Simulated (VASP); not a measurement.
Wanted: the native input for a VASP 6.6.1 run.

| Item | Value |
| --- | --- |
| Task | density of states |
| Functional | PBE |
| Potentials or basis | VASP PAW PBE potentials, release 64 (Ti_sv, Sb) |
| Cutoff | 520 eV |
| k mesh | 8 × 8 × 8 |
| Occupations | gaussian, width 0.1 eV |
| Spin | no spin polarisation |
| Dipole correction | no |
| k mesh for the DOS | 12 × 12 × 12 |
| Occupations for the DOS | tetrahedron |
| Further INCAR settings | ALGO = Normal; EDIFF = 1e-07 |

Crystal: Ti3Sb4.

```
Ti Sb
1.0
    -3.39986    3.39986    3.39986
     3.39986   -3.39986    3.39986
     3.39986    3.39986   -3.39986
Ti Sb
3 4
Direct
  0.00000 0.50000 0.50000
  0.50000 0.00000 0.50000
  0.50000 0.50000 0.00000
  0.50000 0.50000 0.50000
  0.00000 0.00000 0.50000
  0.00000 0.50000 0.00000
  0.50000 0.00000 0.00000
```

These files were run (other wordings do the same):

POSCAR

```
Ti3Sb4
1.0
   -3.3998577409      3.3998577409      3.3998577409
    3.3998577409     -3.3998577409      3.3998577409
    3.3998577409      3.3998577409     -3.3998577409
Ti Sb
3 4
Direct
    0.0000000000      0.5000000000      0.5000000000
    0.5000000000      0.0000000000      0.5000000000
    0.5000000000      0.5000000000      0.0000000000
    0.5000000000      0.5000000000      0.5000000000
    0.0000000000      0.0000000000      0.5000000000
    0.0000000000      0.5000000000      0.0000000000
    0.5000000000      0.0000000000      0.0000000000
```

INCAR.step1

```
SYSTEM = Ti3Sb4
PREC = Accurate ; ENCUT = 520
EDIFF = 1E-7 ; ISMEAR = 0
SIGMA = 0.1 ; LREAL = .False.
LASPH = .True. ; NELM = 100
ALGO = Normal ; ISIF = 2
LWAVE = .False. ; LCHARG = .True.
LMAXMIX = 4 ; GGA = PE
NBANDS = 37
```

KPOINTS.step1

```
regular mesh
0
Gamma
  8 8 8
  0 0 0
```

INCAR.step2

```
SYSTEM = Ti3Sb4
PREC = Accurate ; ENCUT = 520
EDIFF = 1E-7 ; ISMEAR = -5
SIGMA = 0.1 ; LREAL = .False.
LASPH = .True. ; NELM = 100
ALGO = Normal ; ISIF = 2
LWAVE = .False. ; LCHARG = .False.
LMAXMIX = 4 ; GGA = PE
LORBIT = 11 ; NEDOS = 1001
ICHARG = 11
```

KPOINTS.step2

```
regular mesh
0
Gamma
  12 12 12
  0 0 0
```

Potentials or basis: VASP PAW PBE potentials, release 64 (Ti_sv, Sb).

The run is started by

```sh
$ cat potpaw_PBE.64/Ti_sv/POTCAR potpaw_PBE.64/Sb/POTCAR > POTCAR
$ cp INCAR.step1 INCAR
$ cp KPOINTS.step1 KPOINTS
$ mpirun -np 1 vasp_std > vasp.out
$ cp INCAR.step2 INCAR
$ cp KPOINTS.step2 KPOINTS
$ mpirun -np 1 vasp_std > vasp.out
```

It gave:

```json
{"Valence electrons inside the program's atomic spheres": "Ti 10.19; Sb 2.47"}
```

Caveat: spin-orbit coupling is left out, which moves the levels of the heavy elements.

It took 7.2 min on 1 thread of Intel(R) Xeon(R) Platinum 8488C (Sapphire Rapids), on a shared host, peak memory 0.5 GiB.
